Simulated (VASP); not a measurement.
# NaHF2 (R-3m) in VASP: notebook, part 2 of 2

VASP 6.6.1.

### Step 3. Electric field gradients, LDA (12.12 Å³/atom)

Input file INCAR:

```
SYSTEM = NaHF2
ALGO     = Normal         ! electronic algorithm
EDIFF    = 1E-8           ! SCF threshold, eV
ENCUT    = 520            ! plane-wave cutoff, eV
GGA      = CA             ! functional
ISIF     = 2              ! what is computed and relaxed
ISMEAR   = -1             ! smearing method
LASPH    = .True.         ! aspherical terms in the spheres
LCHARG   = .False.        ! write CHGCAR
LEFG     = .True.       
LREAL    = .False.        ! projectors in reciprocal space
LWAVE    = .False.        ! write WAVECAR
NBANDS   = 19             ! bands
NELM     = 100            ! most SCF steps
PREC     = Accurate       ! precision mode
SIGMA    = 0.02           ! smearing width, eV
```

Input file KPOINTS:

```
k-points
0
Gamma
  10 10 10
  0 0 0
```

Input file POSCAR:

```
NaHF2
1.0
    1.7341876022      1.0012336790      4.6542823426
   -1.7341876022      1.0012336790      4.6542823426
    0.0000000000     -2.0024673580      4.6542823426
Na H F
1 1 2
Direct
    0.0000000000      0.0000000000      0.0000000000
    0.5000000000      0.5000000000      0.5000000000
    0.4100000000      0.4100000000      0.4100000000
    0.5900000000      0.5900000000      0.5900000000
```

Potentials or basis: VASP PAW LDA potentials, release 64 (Na_pv, H, F).

On the command line:

```
$ cat potpaw_LDA.64/Na_pv/POTCAR potpaw_LDA.64/H/POTCAR potpaw_LDA.64/F/POTCAR > POTCAR
$ mpirun -np 1 vasp_std > vasp.out
```

OUTCAR:

```text
SYSTEM = NaHF2
   EDIFF = 1E-8
   ENCUT = 520
   GGA = CA
   ISIF = 2
   ISMEAR = -1
   LASPH = .True.
   LREAL = .False.
   NELM = 100
   PREC = Accurate

 ion  position               nearest neighbor table
   1  0.000  0.000  0.000-   4 2.27   4 2.27   3 2.27   3 2.27   4 2.27   3 2.27
   2  0.500  0.500  0.500-   3 1.26   4 1.26
   3  0.410  0.410  0.410-   2 1.26   1 2.27   1 2.27   1 2.27
   4  0.590  0.590  0.590-   2 1.26   1 2.27   1 2.27   1 2.27

  LATTYP: Found a trigonal (rhomboedric) cell.
 ALAT       =     5.0667760602
 COS(alpha) =     0.7657073146

  Lattice vectors:

 A1 = (   1.7341876022,   1.0012336790,   4.6542823426)
 A2 = (  -1.7341876022,   1.0012336790,   4.6542823426)
 A3 = (   0.0000000000,  -2.0024673580,   4.6542823426)

Analysis of symmetry for initial positions (statically):
=====================================================================
 Subroutine PRICEL returns:
 Original cell was already a primitive cell.

 Routine SETGRP: Setting up the symmetry group for a
 trigonal (rhombohedral) supercell.

 Subroutine GETGRP returns: Found 12 space group operations
 (whereof 12 operations were pure point group operations)
 out of a pool of 12 trial point group operations.

The static configuration has the point symmetry D_3d.

Analysis of symmetry for dynamics (positions and initial velocities):
=====================================================================
 Subroutine PRICEL returns:
 Original cell was already a primitive cell.

 Routine SETGRP: Setting up the symmetry group for a
 trigonal (rhombohedral) supercell.

 Subroutine GETGRP returns: Found 12 space group operations
 (whereof 12 operations were pure point group operations)
 out of a pool of 12 trial point group operations.

The dynamic configuration has the point symmetry D_3d.

 Subroutine INISYM returns: Found 12 space group operations
 (whereof 12 operations are pure point group operations),
 and found     1 'primitive' translations

----------------------------------------------------------------------------------------

                                     Primitive cell

  volume of cell :      48.4881

  direct lattice vectors                    reciprocal lattice vectors
     1.734187602  1.001233679  4.654282343     0.288319441  0.166461307  0.071618632
    -1.734187602  1.001233679  4.654282343    -0.288319441  0.166461307  0.071618632
     0.000000000 -2.002467358  4.654282343     0.000000000 -0.332922614  0.071618632

  length of vectors
     5.066776060  5.066776060  5.066776060     0.340538831  0.340538831  0.340538831

  position of ions in fractional coordinates (direct lattice)
     0.000000000  0.000000000  0.000000000
     0.500000000  0.500000000  0.500000000
     0.410000000  0.410000000  0.410000000
     0.590000000  0.590000000  0.590000000

  ion indices of the primitive-cell ions
   primitive index   ion index
[... 88 lines left out ...]
   NUPDOWN=      -1.0000    fix difference up-down
   EMIN   =  10.00;   EMAX   =-10.00  energy-range for DOS
   EFERMI =   0.00;   METHOD = LEGACY
   ISMEAR =    -1;   SIGMA  =   0.02  broadening in eV -4-tet -1-fermi 0-gaus
   EFERMI_NEDOS =   21; number of points for ismear=-14 and -15
   IALGO  =     38    algorithm
   IMIX   =      4    mixing-type and parameters
     AMIX     =   0.40;   BMIX     =  1.00
     AMIX_MAG =   1.60;   BMIX_MAG =  1.00
  volume/ion in A,a.u.               =      12.12        81.80
  Fermi-wavevector in a.u.,A,eV,Ry     =   1.257971  2.377220 21.531091  1.582491
  Thomas-Fermi vector in A             =   2.391603
   LORBIT       =      0    0 simple, 1 ext, 2 COOP (PROOUT), +10 PAW based schemes
   GGA     = CA    functional components
   LHFCALC =     F    Hartree Fock is set to
   AEXX    =    0.0000 exact exchange contribution
   IVDW    =     0    specifies the selected vdW correction
   LEPSILON=     F    determine dielectric tensor
   LRPA    =     F    only Hartree local field effects (RPA)
 non-spin polarized calculation
  energy-cutoff  :      520.00
  volume of cell :       48.49
 maximum number of plane-waves:      1331
 NGX is ok and might be reduce to    40
   NGX = 19   NGY = 19   NGZ = 19

 number of electron      21.9999995 magnetization

 Free energy of the ion-electron system (eV)
  ---------------------------------------------------
  ext. energy  EPLUGINS =         0.00000000
  ---------------------------------------------------
  free energy    TOTEN  =       -18.47700803 eV

  energy without entropy =      -18.47700803  energy(sigma->0) =      -18.47700803

 E-fermi :  -3.9194     XC(G=0):  -8.7906

 val. band max:       -4.3343377539   @ k =   0.5000   0.5000   0.5000
 cond. band min:       1.9514868265   @ k =   0.0000   0.0000   0.0000
 fundamental gap:      6.2858245804
 Fermi energy:        -3.9193650007

 k-point     1 :       0.0000    0.0000    0.0000
  band No.  band energies     occupation
      1     -23.9406      2.00000
      2     -23.3599      2.00000
      3     -22.3850      2.00000
      4     -22.3850      2.00000
      5     -22.1182      2.00000
      6      -8.6849      2.00000
[... 505 lines left out ...]
      6      -8.2347      2.00000
[... 11 lines left out ...]
     18      14.8900      0.00000
     19      15.2842      0.00000

 [... further k-points ...]

------------------------ aborting loop because EDIFF is reached ----------------------------------------

  FORCE on cell =-STRESS in cart. coord.  units (eV):
  Direction    XX          YY          ZZ          XY          YZ          ZX
  --------------------------------------------------------------------------------------
  -------------------------------------------------------------------------------------
  Total       -0.5686660     -0.5686660     -5.5623168      0.0000000      0.0000000     -0.0000000
  in kB      -18.7902407    -18.7902407   -183.7937764      0.0000000      0.0000000     -0.0000000
  external PRESSURE =     -73.7914193 kB  Pullay stress =       0.0000000 kB

 VOLUME and BASIS-vectors are now :
 -----------------------------------------------------------------------------
  energy-cutoff  :      520.00
  volume of cell :       48.49
      direct lattice vectors                 reciprocal lattice vectors
     1.734187602  1.001233679  4.654282343     0.288319441  0.166461307  0.071618632
    -1.734187602  1.001233679  4.654282343    -0.288319441  0.166461307  0.071618632
     0.000000000 -2.002467358  4.654282343     0.000000000 -0.332922614  0.071618632

 POSITION                                       TOTAL-FORCE (eV/Angst)
 -----------------------------------------------------------------------------------
      0.00000      0.00000      0.00000         0.000000     -0.000000      0.000000
      0.00000      0.00000      6.98142        -0.000000     -0.000000     -0.000000
      0.00000      0.00000      5.72477         0.000000      0.000000      2.147790
      0.00000      0.00000      8.23808         0.000000     -0.000000     -2.147790
 -----------------------------------------------------------------------------------
    total drift:                                0.000000      0.000000     -0.000000

  FREE ENERGIE OF THE ION-ELECTRON SYSTEM (eV)
  ---------------------------------------------------
  free  energy   TOTEN  =       -18.4770080344 eV

  energy  without entropy=      -18.4770080344  energy(sigma->0) =      -18.47700803

 Electric field gradients (V/A^2)
---------------------------------------------------------------------
 ion       V_xx      V_yy      V_zz      V_xy      V_xz      V_yz
---------------------------------------------------------------------
   1      -4.112    -4.112     8.223     0.000    -0.000    -0.000
   2       0.442     0.442    -0.883    -0.000     0.000    -0.000
   3     -59.461   -59.461   118.923    -0.000     0.000    -0.000
   4     -59.461   -59.461   118.923     0.000    -0.000    -0.000
---------------------------------------------------------------------

 Electric field gradients after diagonalization (V/A^2)
 (convention: |V_zz| > |V_xx| > |V_yy|)
----------------------------------------------------------------------
 ion       V_xx      V_yy      V_zz     asymmetry (V_yy - V_xx)/ V_zz
----------------------------------------------------------------------
   1      -4.112    -4.112     8.223       0.000
   2       0.442     0.442    -0.883       0.000
   3     -59.461   -59.461   118.923       0.000
   4     -59.461   -59.461   118.923       0.000
----------------------------------------------------------------------

           NMR quadrupolar parameters

 Cq : quadrupolar parameter    Cq=e*Q*V_zz/h
 eta: asymmetry parameters     (V_yy - V_xx)/ V_zz
 Q  : nuclear electric quadrupole moment in mb (millibarn)
----------------------------------------------------------------------
 ion       Cq(MHz)       eta       Q (mb)
----------------------------------------------------------------------
   1       0.020       0.000       1.000
   2      -0.002       0.000       1.000
   3       0.288       0.000       1.000
   4       0.288       0.000       1.000
----------------------------------------------------------------------
```

Run time: 2.6 min. Hardware: 1 thread of Intel Xeon Platinum 8259CL at 2.50GHz (Skylake/Cascade Lake), shared host; peak memory 0.24 GiB.

Results:

```
Free energy                             : -18.4770 eV
Pressure                                : -7.4 GPa
Largest force                           : 2.148 eV/Å
Band gap on the k mesh                  : 6.29 eV (least direct gap 6.59 eV)
Largest electric field gradient by atom : Na +8.2; H -0.9; F +118.9 V/Å²
```

Forces in eV/Å, atoms in the order of the input:
```
Na   0.000  0.000  0.000
H    0.000  0.000  0.000
F    0.000  0.000  2.148
F    0.000  0.000 -2.148
```

Electric field gradients, principal values (V/Å²):
| atom | least | middle | greatest (by size) |
| --- | --- | --- | --- |
| 1 Na | -4.112 | -4.112 | 8.223 |
| 2 H | 0.442 | 0.442 | -0.883 |
| 3 F | -59.461 | -59.461 | 118.923 |
| 4 F | -59.461 | -59.461 | 118.923 |

Caveat: the cell stands under tension; without QUAD_EFG the Cq values of the log hold for a quadrupole moment of 1 mb, not for the nuclei; forces of over 1 eV/Å act on the atoms, so gaps and moduli don't describe the material at rest.

### Step 4. Electric field gradients, LDA (12.48 Å³/atom)

This run uses another cell than the first one, of 12.48 Å³/atom.

Input file INCAR:

```
SYSTEM = NaHF2
PREC = Accurate ; ENCUT = 520
EDIFF = 1E-8 ; ISMEAR = -1
SIGMA = 0.02 ; LREAL = .FALSE.
LASPH = .TRUE. ; NELM = 80
ALGO = Normal ; ISIF = 2
LWAVE = .FALSE. ; LCHARG = .FALSE.
LEFG = .TRUE. ; NBANDS = 19
```

Input file KPOINTS:

```
Automatic mesh
0
G
  10 10 10
  0 0 0
```

Input file POSCAR:

```
NaHF2
1.0
    1.7511905257      1.0110503214      4.6999154716
   -1.7511905257      1.0110503214      4.6999154716
    0.0000000000     -2.0221006429      4.6999154716
Na H F
1 1 2
Direct
    0.0000000000      0.0000000000      0.0000000000
    0.5000000000      0.5000000000      0.5000000000
    0.4100000000      0.4100000000      0.4100000000
    0.5900000000      0.5900000000      0.5900000000
```

Potentials or basis: VASP PAW LDA potentials, release 64 (Na_pv, H, F).

On the command line:

```
$ cat potpaw_LDA.64/Na_pv/POTCAR potpaw_LDA.64/H/POTCAR potpaw_LDA.64/F/POTCAR > POTCAR
$ mpirun -np 1 vasp_std > vasp.out
```

OUTCAR:

```text
SYSTEM = NaHF2
   PREC = Accurate
   ENCUT = 520
   EDIFF = 1E-8
   ISMEAR = -1
   LREAL = .FALSE.
   LASPH = .TRUE.
   NELM = 80
   ISIF = 2

 ion  position               nearest neighbor table
   1  0.000  0.000  0.000-   4 2.29   4 2.29   3 2.29   3 2.29   4 2.29   3 2.29
   2  0.500  0.500  0.500-   3 1.27   4 1.27
   3  0.410  0.410  0.410-   2 1.27   1 2.29   1 2.29   1 2.29
   4  0.590  0.590  0.590-   2 1.27   1 2.29   1 2.29   1 2.29

  LATTYP: Found a trigonal (rhomboedric) cell.
 ALAT       =     5.1164535031
 COS(alpha) =     0.7657073146

  Lattice vectors:

 A1 = (   1.7511905257,   1.0110503214,   4.6999154716)
 A2 = (  -1.7511905257,   1.0110503214,   4.6999154716)
 A3 = (   0.0000000000,  -2.0221006429,   4.6999154716)

Analysis of symmetry for initial positions (statically):
=====================================================================
 Subroutine PRICEL returns:
 Original cell was already a primitive cell.

 Routine SETGRP: Setting up the symmetry group for a
 trigonal (rhombohedral) supercell.

 Subroutine GETGRP returns: Found 12 space group operations
 (whereof 12 operations were pure point group operations)
 out of a pool of 12 trial point group operations.

The static configuration has the point symmetry D_3d.

Analysis of symmetry for dynamics (positions and initial velocities):
=====================================================================
 Subroutine PRICEL returns:
 Original cell was already a primitive cell.

 Routine SETGRP: Setting up the symmetry group for a
 trigonal (rhombohedral) supercell.
[... 695 lines left out ...]

  FORCE on cell =-STRESS in cart. coord.  units (eV):
  Direction    XX          YY          ZZ          XY          YZ          ZX
  --------------------------------------------------------------------------------------
  -------------------------------------------------------------------------------------
  Total       -0.8091411     -0.8091411     -6.1464629      0.0000000      0.0000000     -0.0000000
  in kB      -25.9649426    -25.9649426   -197.2369968      0.0000000      0.0000000     -0.0000000
  external PRESSURE =     -83.0556274 kB  Pullay stress =       0.0000000 kB

 VOLUME and BASIS-vectors are now :
 -----------------------------------------------------------------------------
  energy-cutoff  :      520.00
  volume of cell :       49.93
      direct lattice vectors                 reciprocal lattice vectors
     1.751190526  1.011050321  4.699915472     0.285520046  0.164845076  0.070923261
    -1.751190526  1.011050321  4.699915472    -0.285520046  0.164845076  0.070923261
     0.000000000 -2.022100643  4.699915472     0.000000000 -0.329690151  0.070923261

 POSITION                                       TOTAL-FORCE (eV/Angst)
 -----------------------------------------------------------------------------------
      0.00000      0.00000      0.00000         0.000000      0.000000     -0.000000
      0.00000     -0.00000      7.04987        -0.000000      0.000000     -0.000000
      0.00000     -0.00000      5.78090         0.000000     -0.000000      2.216245
      0.00000     -0.00000      8.31885         0.000000      0.000000     -2.216245
 -----------------------------------------------------------------------------------
    total drift:                                0.000000      0.000000     -0.000000

  FREE ENERGIE OF THE ION-ELECTRON SYSTEM (eV)
  ---------------------------------------------------
  free  energy   TOTEN  =       -18.4090053158 eV

  energy  without entropy=      -18.4090053158  energy(sigma->0) =      -18.40900532

 Electric field gradients (V/A^2)
---------------------------------------------------------------------
 ion       V_xx      V_yy      V_zz      V_xy      V_xz      V_yz
---------------------------------------------------------------------
   1      -3.884    -3.884     7.769    -0.000    -0.000     0.000
   2       0.851     0.851    -1.702    -0.000     0.000    -0.000
   3     -60.418   -60.418   120.837    -0.000     0.000     0.000
   4     -60.418   -60.418   120.837     0.000    -0.000     0.000
---------------------------------------------------------------------

 Electric field gradients after diagonalization (V/A^2)
 (convention: |V_zz| > |V_xx| > |V_yy|)
----------------------------------------------------------------------
 ion       V_xx      V_yy      V_zz     asymmetry (V_yy - V_xx)/ V_zz
----------------------------------------------------------------------
   1      -3.884    -3.884     7.769       0.000
   2       0.851     0.851    -1.702       0.000
   3     -60.418   -60.418   120.837       0.000
   4     -60.418   -60.418   120.837       0.000
----------------------------------------------------------------------

           NMR quadrupolar parameters

 Cq : quadrupolar parameter    Cq=e*Q*V_zz/h
 eta: asymmetry parameters     (V_yy - V_xx)/ V_zz
 Q  : nuclear electric quadrupole moment in mb (millibarn)
----------------------------------------------------------------------
 ion       Cq(MHz)       eta       Q (mb)
----------------------------------------------------------------------
   1       0.019       0.000       1.000
   2      -0.004       0.000       1.000
   3       0.292       0.000       1.000
   4       0.292       0.000       1.000
----------------------------------------------------------------------
```

It took 2.6 min on 1 thread of Intel Xeon Platinum 8259CL at 2.50GHz (Skylake/Cascade Lake), shared host; peak memory 0.25 GiB.

What came out:

| Item | Value |
| --- | --- |
| Free energy | -18.4090 eV |
| Pressure | -8.3 GPa |
| Largest force | 2.216 eV/Å |
| Band gap on the k mesh | 6.18 eV (least direct gap 6.47 eV) |
| Largest electric field gradient by atom | Na +7.8; H -1.7; F +120.8 V/Å² |

Forces in eV/Å, atoms in the order of the input:
```
Na   0.000  0.000  0.000
H    0.000  0.000  0.000
F    0.000  0.000  2.216
F    0.000  0.000 -2.216
```

Electric field gradients, principal values (V/Å²):
```
atom    least   middle  greatest (by size)
1 Na   -3.884   -3.884               7.769
 2 H    0.851    0.851              -1.702
 3 F  -60.418  -60.418             120.837
 4 F  -60.418  -60.418             120.837
```

Caveat: the cell stands under tension; without QUAD_EFG the Cq values of the log hold for a quadrupole moment of 1 mb, not for the nuclei; forces of over 1 eV/Å act on the atoms, so gaps and moduli don't describe the material at rest. A k mesh can miss the band edges.
